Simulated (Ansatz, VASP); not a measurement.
# MgO: VASP beside Ansatz

File INCAR:

```
SYSTEM = MgO
PREC = Accurate ; ENCUT = 600
EDIFF = 1E-6 ; ISMEAR = 1
SIGMA = 0.3 ; LREAL = .FALSE.
LASPH = .TRUE. ; NELM = 120
ALGO = Normal ; ISIF = 2
LWAVE = .FALSE. ; LCHARG = .TRUE.
GGA = PS ; LELF = .TRUE.
LVHAR = .TRUE. ; NBANDS = 11
GGA_COMPAT = .FALSE.
```

The input KPOINTS:

```
Automatic mesh
0
G
  8 8 8
  0 0 0
```

POSCAR

```
MgO
1.0
    0.0000000000      2.1060000000      2.1060000000
    2.1060000000      0.0000000000      2.1060000000
    2.1060000000      2.1060000000      0.0000000000
Mg O
1 1
Direct
    0.0000000000      0.0000000000      0.0000000000
    0.5000000000      0.5000000000      0.5000000000
```

Input for Ansatz:

```yaml
crystal:
  lattice:
    - [0.0, 2.106, 2.106]
    - [2.106, 0.0, 2.106]
    - [2.106, 2.106, 0.0]
  atoms:
    - { symbol: Mg, position: [0.0, 0.0, 0.0] }
    - { symbol: O, position: [0.5, 0.5, 0.5] }
hamiltonian:
  xc: pbesol
  pseudopotentials: { kind: paw }
basis:
  ecutwfc: 420
kpoints:
  mp_grid: { grid: [8, 8, 8] }
scf:
  occupations: { method: methfessel_paxton, width: 0.3 }
  lower_state_search: "off"
  max_iter: 50
output:
  forces: true
  stress: true
```

Alike in both runs: task single point; functional PBEsol; k mesh 8 × 8 × 8; occupations methfessel-paxton of order 1, width 0.3 eV; no spin polarisation.

|  | VASP | Ansatz |
| --- | --- | --- |
| version | VASP 6.6.1 | Ansatz 0.2.0 |
| potentials or method | VASP PAW PBE potentials, release 64 (Mg, O), cutoff 600 eV | PAW, plane waves, scalar-relativistic |
| valence electrons in the cell | 8 | 16 |

```csv
,VASP,Ansatz,Ansatz less VASP
pressure (GPa),-0.5,0.2,+0.76
```

VASP's potentials were made for PBE, not for PBEsol. VASP's potentials hold 8 valence electrons a cell and Ansatz's 16, so a difference there can come from the potentials and not from the codes.
